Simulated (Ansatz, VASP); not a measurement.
One calculation of V, two programs

File INCAR:

```
SYSTEM = V
PREC = Accurate
ENCUT = 600
EDIFF = 1E-6
ISMEAR = 0
SIGMA = 0.1
LREAL = .False.
LASPH = .True.
NELM = 100
ALGO = Fast
ISIF = 3
LWAVE = .False.
LCHARG = .False.
GGA = PS
IBRION = 2
NSW = 80
EDIFFG = -0.01
```

File KPOINTS:

```
regular mesh
0
Gamma
  18 18 10
  0 0 0
```

File POSCAR:

```
V
1.0
    2.5606983349      0.0000000000      0.0000000000
   -1.2803491675      2.2176298095      0.0000000000
    0.0000000000      0.0000000000      4.6703746553
V
2
Direct
    0.3333333333      0.6666666667      0.2500000000
    0.6666666667      0.3333333333      0.7500000000
```

Input for Ansatz:

```yaml
crystal:
  lattice:
    - [2.5606983349, 0.0, 0.0]
    - [-1.2803491675, 2.2176298095, 0.0]
    - [0.0, 0.0, 4.6703746553]
  atoms:
    - { symbol: V, position: [0.3333333333, 0.6666666667, 0.25] }
    - { symbol: V, position: [0.6666666667, 0.3333333333, 0.75] }
basis:
  ecutwfc: 420
kpoints:
  mp_grid: { grid: [18, 18, 10] }
hamiltonian:
  xc: pbesol
scf:
  occupations: { method: gaussian, width: 0.1 }
output:
  forces: true
  stress: true
  eigenvalues: true
  write_density: true
  write_potential: true
  elf: true
  volumetric_format: npy
relax:
  adjacent_minimum: "off"
  f_tol: 0.01
  max_steps: 60
  cell: { stress_tol: 0.1 }
```

Alike in both runs: task relaxation of cell and atoms; functional PBEsol; k mesh 18 × 18 × 10; occupations gaussian, width 0.1 eV; no spin polarisation.

```csv
,VASP,Ansatz
version,VASP 6.6.1,Ansatz 0.2.0
potentials or method,"VASP PAW PBE potentials, release 64 (V_sv), cutoff 600 eV","scalar-relativistic, plane waves, PAW"
valence electrons in the cell,26,26
```

```csv
,VASP,Ansatz,Ansatz less VASP
"gap on the k mesh at the Fermi level, each at its own relaxed structure (eV)",none,none,-
relaxed volume (Å³/atom),13.32,13.32,-0.009
relaxed length of the cell vector where the two differ most in proportion (Å),4.644,4.643,-0.0012
```

VASP's potentials were made for PBE, not for PBEsol. A gap of «none» marks a metal or a gap that the smearing closes.
